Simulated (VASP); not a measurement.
# CdS (P6_3mc) in VASP: single point with HSE06

Aim: the single point of CdS with HSE06.

All numbers are computed with VASP 6.6.1; they aren't measurements. Logs are shortened: lines on timing, memory, paths and dates and some standing lists are left out, and cuts for length are marked.

## 1. The cell of the first run

Symmetry: P6_3mc, No. 186, hexagonal system. Conventional cell: a = 4.165 Å, b = 4.165 Å, c = 6.766 Å, α = 90.00°, β = 90.00°, γ = 120.00°. Cd (site symmetry 3m) has 4 S at 2.54 to 2.55 Å within 3.4 Å. Within 3.4 Å of S (site symmetry 3m) lie 4 Cd at 2.54 to 2.55 Å.

## 2. Single point, HSE06

The input, POSCAR:

```
CdS
1.0
    4.1646012805      0.0000000000      0.0000000000
   -2.0823006403      3.6066505056      0.0000000000
    0.0000000000      0.0000000000      6.7660104844
Cd S
2 2
Direct
    0.3333333333      0.6666666667     -0.0009631161
    0.6666666667      0.3333333333      0.4990368839
    0.3333333333      0.6666666667      0.3759631161
    0.6666666667      0.3333333333      0.8759631161
```

The input, INCAR.step1:

```
ALGO = Normal ; EDIFF = 1E-5
ENCUT = 520 ; GGA = PE
ISIF = 2 ; ISMEAR = 0
LASPH = T ; LCHARG = F
LREAL = F ; LUSENCCL = F
LWAVE = T ; NBANDS = 26
NELM = 80 ; PREC = Accurate
SIGMA = 0.01
```

The input, INCAR.step2:

```
ALGO = Normal ; EDIFF = 1E-7
ENCUT = 520 ; GGA = PE
HFSCREEN = 0.2079 ; ISIF = 2
ISMEAR = 0 ; ISTART = 1
LASPH = T ; LCHARG = F
LHFCALC = T ; LREAL = F
LUSENCCL = F ; LWAVE = F
NBANDS = 26 ; NELM = 80
PREC = Accurate ; PRECFOCK = Normal
SIGMA = 0.01
```

The input, KPOINTS:

```
k-points
0
Gamma
  6 6 2
```

Potentials or basis: VASP PAW PBE potentials, release 64 (Cd, S).

Run with:

```sh
$ cat potpaw_PBE.64/Cd/POTCAR potpaw_PBE.64/S/POTCAR > POTCAR
$ cp INCAR.step1 INCAR
$ mpirun -np 1 vasp_std > vasp.out
$ cp INCAR.step2 INCAR
$ mpirun -np 1 vasp_std > vasp.out
```

OUTCAR:

```text
EDIFF = 1E-7
   ENCUT = 520
   GGA = PE
   HFSCREEN = 0.2079
   ISIF = 2
   ISMEAR = 0
   ISTART = 1
   LASPH = T
   LHFCALC = T
   LREAL = F
   NELM = 80
   PREC = Accurate
   PRECFOCK = Normal

 ion  position               nearest neighbor table
   1  0.333  0.667  0.999-   4 2.54   4 2.54   4 2.54   3 2.55
   2  0.667  0.333  0.499-   3 2.54   3 2.54   3 2.54   4 2.55
   3  0.333  0.667  0.376-   2 2.54   2 2.54   2 2.54   1 2.55
   4  0.667  0.333  0.876-   1 2.54   1 2.54   1 2.54   2 2.55

  LATTYP: Found a hexagonal cell.
 ALAT       =     4.1646012805
 C/A-ratio  =     1.6246478423

  Lattice vectors:

 A1 = (   4.1646012805,   0.0000000000,   0.0000000000)
 A2 = (  -2.0823006403,   3.6066505056,   0.0000000000)
 A3 = (   0.0000000000,   0.0000000000,   6.7660104844)

Analysis of symmetry for initial positions (statically):
=====================================================================
 Subroutine PRICEL returns:
 Original cell was already a primitive cell.

 Routine SETGRP: Setting up the symmetry group for a
 hexagonal supercell.

 Subroutine GETGRP returns: Found 12 space group operations
 (whereof  6 operations were pure point group operations)
 out of a pool of 24 trial point group operations.

The static configuration has the point symmetry C_3v.
 The point group associated with its full space group is C_6v.

Analysis of symmetry for dynamics (positions and initial velocities):
=====================================================================
 Subroutine PRICEL returns:
 Original cell was already a primitive cell.

 Routine SETGRP: Setting up the symmetry group for a
 hexagonal supercell.

 Subroutine GETGRP returns: Found 12 space group operations
 (whereof  6 operations were pure point group operations)
 out of a pool of 24 trial point group operations.

The dynamic configuration has the point symmetry C_3v.
 The point group associated with its full space group is C_6v.

 Subroutine INISYM returns: Found 12 space group operations
 (whereof  6 operations are pure point group operations),
 and found     1 'primitive' translations

----------------------------------------------------------------------------------------

                                     Primitive cell

  volume of cell :     101.6272
[... 87 lines left out ...]
   NFREE  =      0    steps in history (QN), initial steepest desc. (CG)
   ISIF   =      2    stress and relaxation
   ISYM   =      3    0-nonsym 1-usesym 2-fastsym
   POTIM  = 0.5000    time-step for ionic-motion
   TEBEG  =    0.0;   TEEND  =   0.0 temperature during run
   PSTRESS=    0.0 pullay stress
   NELECT =      36.0000    total number of electrons
   NUPDOWN=      -1.0000    fix difference up-down
   EMIN   =  10.00;   EMAX   =-10.00  energy-range for DOS
   EFERMI =   0.00;   METHOD = LEGACY
   ISMEAR =     0;   SIGMA  =   0.01  broadening in eV -4-tet -1-fermi 0-gaus
   EFERMI_NEDOS =   21; number of points for ismear=-14 and -15
   IALGO  =     38    algorithm
   IMIX   =      1    mixing-type and parameters
     AMIX     =   0.40;   BMIX     =  1.00
     AMIX_MAG =   1.60;   BMIX_MAG =  1.00
  volume/ion in A,a.u.               =      25.41       171.45
  Fermi-wavevector in a.u.,A,eV,Ry     =   1.158348  2.188960 18.255881  1.341769
  Thomas-Fermi vector in A             =   2.294951
   LORBIT       =      0    0 simple, 1 ext, 2 COOP (PROOUT), +10 PAW based schemes
   GGA     = PE    functional components
   LHFCALC =     T    Hartree Fock is set to
   PRECFOCK=normal    Normal, Fast or Accurate (Low or Medium for compatibility)
   ENCUT4O =  -1.0   cutoff for four orbital integrals eV
   NKREDX  =     1    reduce k-point grid by
   NKREDY  =     1    reduce k-point grid by
   NKREDZ  =     1    reduce k-point grid by
   AEXX    =    0.2500 exact exchange contribution
   HFSCREEN=    0.2079 screening length (either q_TF or 0.3 A-1)
   HFSCREENC=   0.2079 screening length for correlation (either q_TF or 0.3 A-1)
   ENCUTFOCK=  -1.0 apply spherical cutoff to Coloumb kernel
   IVDW    =     0    specifies the selected vdW correction
   LEPSILON=     F    determine dielectric tensor
   LRPA    =     F    only Hartree local field effects (RPA)
 non-spin polarized calculation
 Gauss-broadening in eV      SIGMA  =   0.01
  energy-cutoff  :      520.00
  volume of cell :      101.63
 maximum number of plane-waves:      2786
 NGX is ok and might be reduce to    32
  NGX = 24; NGY = 24; NGZ = 40

 number of electron      35.9999998 magnetization

 Free energy of the ion-electron system (eV)
  ---------------------------------------------------
  ext. energy  EPLUGINS =         0.00000000
  ---------------------------------------------------
  free energy    TOTEN  =       -15.25309009 eV

  energy without entropy =      -15.25309009  energy(sigma->0) =      -15.25309009

 E-fermi :   0.5758     XC(G=0):  -7.5006

 val. band max:        0.4626032424   @ k =   0.0000   0.0000   0.0000
 cond. band min:       2.6568215224   @ k =   0.0000   0.0000   0.0000
 fundamental gap:      2.1942182801
 Fermi energy:         0.5758057237

 k-point     1 :       0.0000    0.0000    0.0000
  band No.  band energies     occupation
      1     -12.9517      2.00000
      2     -12.5144      2.00000
      3      -8.2927      2.00000
      4      -8.2869      2.00000
      5      -8.2869      2.00000
      6      -8.2063      2.00000
[... 395 lines left out ...]
     25      10.9208      0.00000
     26      10.9208      0.00000

------------------------ aborting loop because EDIFF is reached ----------------------------------------

  FORCE on cell =-STRESS in cart. coord.  units (eV):
  Direction    XX          YY          ZZ          XY          YZ          ZX
  --------------------------------------------------------------------------------------
  -------------------------------------------------------------------------------------
  Total        0.3206288      0.3206288      0.3075458     -0.0000000      0.0000000      0.0000000
  in kB        5.0547882      5.0547882      4.8485319     -0.0000000      0.0000000      0.0000000
  external PRESSURE =       4.9860361 kB  Pullay stress =       0.0000000 kB

 VOLUME and BASIS-vectors are now :
 -----------------------------------------------------------------------------
  energy-cutoff  :      520.00
  volume of cell :      101.63
      direct lattice vectors                 reciprocal lattice vectors
     4.164601281  0.000000000  0.000000000     0.240119025  0.138632784 -0.000000000
    -2.082300640  3.606650506  0.000000000     0.000000000  0.277265568  0.000000000
     0.000000000  0.000000000  6.766010484     0.000000000 -0.000000000  0.147797584

 POSITION                                       TOTAL-FORCE (eV/Angst)
 -----------------------------------------------------------------------------------
     -0.00000      2.40443      6.75949        -0.000000      0.000000     -0.000372
      2.08230      1.20222      3.37649         0.000000     -0.000000     -0.000372
     -0.00000      2.40443      2.54377        -0.000000      0.000000      0.000372
      2.08230      1.20222      5.92678         0.000000     -0.000000      0.000372
 -----------------------------------------------------------------------------------
    total drift:                                0.000000     -0.000000     -0.000872

  FREE ENERGIE OF THE ION-ELECTRON SYSTEM (eV)
  ---------------------------------------------------
  free  energy   TOTEN  =       -15.2530900861 eV

  energy  without entropy=      -15.2530900861  energy(sigma->0) =      -15.25309009
```

It took 16 min on 1 × NVIDIA H100 80GB with 1 thread of Intel Xeon Platinum 8481C at 2.70GHz (Sapphire Rapids), shared host; peak memory 1.2 GiB.

What came out:

```
Free energy            : -15.2531 eV
Pressure               : 0.5 GPa
Band gap on the k mesh : 2.19 eV
```

Levels at points of the mesh, in eV from the valence-band top:
```csv
k point,band 14,band 15,band 16,band 17,band 18,band 19,band 20,band 21,band 22,band 23
"(0.00, 0.00, 0.00)",-0.79,-0.79,-0.04,0.00,0.00,2.19,3.84,7.63,7.63,7.97
"(0.50, 0.00, 0.00)",-3.64,-2.73,-1.94,-1.32,-0.78,4.81,4.91,6.09,7.61,8.18
"(0.00, 0.00, 0.50)",-2.54,-0.41,-0.41,-0.41,-0.41,3.88,3.88,7.30,7.30,7.98
"(0.50, 0.00, 0.50)",-4.30,-1.39,-1.39,-1.36,-1.36,4.51,4.51,6.47,6.47,9.09
```

Caveat: the k points lie up to 0.46 Å⁻¹ apart; the PAW data sets were made with another functional, which shifts forces and pressure a little.
